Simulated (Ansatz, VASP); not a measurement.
Al7C in VASP and in Ansatz

File INCAR:

```
SYSTEM = Al7C
PREC = Accurate
ENCUT = 520
EDIFF = 1E-6
ISMEAR = 0
SIGMA = 0.1
LREAL = .False.
LASPH = .True.
NELM = 80
ALGO = Normal
ISIF = 2
LWAVE = .False.
LCHARG = .False.
GGA = PE
NBANDS = 22
```

Contents of KPOINTS:

```
regular mesh
0
Gamma
  4 4 4
  0 0 0
```

The input POSCAR:

```
Al7C
1.0
    0.0000000000      3.9519738900      3.9519738900
    3.9519738900      0.0000000000      3.9519738900
    3.9519738900      3.9519738900      0.0000000000
Al C
7 1
Direct
    0.2233681000      0.7766319000      0.7766319000
    0.7766319000      0.2233681000      0.2233681000
    0.7766319000      0.2233681000      0.7766319000
    0.2233681000      0.7766319000      0.2233681000
    0.7766319000      0.7766319000      0.2233681000
    0.2233681000      0.2233681000      0.7766319000
    0.5000000000      0.5000000000      0.5000000000
    0.0000000000      0.0000000000      0.0000000000
```

Input for Ansatz:

```yaml
crystal:
  lattice:
    - [0.0, 3.95197389, 3.95197389]
    - [3.95197389, 0.0, 3.95197389]
    - [3.95197389, 3.95197389, 0.0]
  atoms:
    - { symbol: Al, position: [0.2233681, 0.7766319, 0.7766319] }
    - { symbol: Al, position: [0.7766319, 0.2233681, 0.2233681] }
    - { symbol: Al, position: [0.7766319, 0.2233681, 0.7766319] }
    - { symbol: Al, position: [0.2233681, 0.7766319, 0.2233681] }
    - { symbol: Al, position: [0.7766319, 0.7766319, 0.2233681] }
    - { symbol: Al, position: [0.2233681, 0.2233681, 0.7766319] }
    - { symbol: Al, position: [0.5, 0.5, 0.5] }
    - { symbol: C, position: [0.0, 0.0, 0.0] }
basis:
  ecutwfc: 420
kpoints:
  mp_grid: { grid: [4, 4, 4] }
hamiltonian:
  xc: pbe
scf:
  occupations: { method: gaussian, width: 0.1 }
  lower_state_search: "off"
output:
  forces: true
  stress: true
  eigenvalues: true
```

Alike in both runs: task single point; functional PBE; k mesh 4 × 4 × 4; occupations gaussian, width 0.1 eV; no spin polarisation.

|  | VASP | Ansatz |
| --- | --- | --- |
| version | VASP 6.6.1 | Ansatz 0.2.0 |
| potentials or method | VASP PAW PBE potentials, release 64 (Al, C), cutoff 520 eV | scalar-relativistic, plane waves, PAW |
| valence electrons in the cell | 25 | 25 |

```csv
,VASP,Ansatz,Ansatz less VASP
gap on the k mesh at the Fermi level (eV),none,none,-
rms of the force components (eV/Å),1.874,1.892,+0.0188
```

Atom by atom the forces differ by 0.019 eV/Å (rms over components). A gap of «none» marks a metal or a gap that the smearing closes.
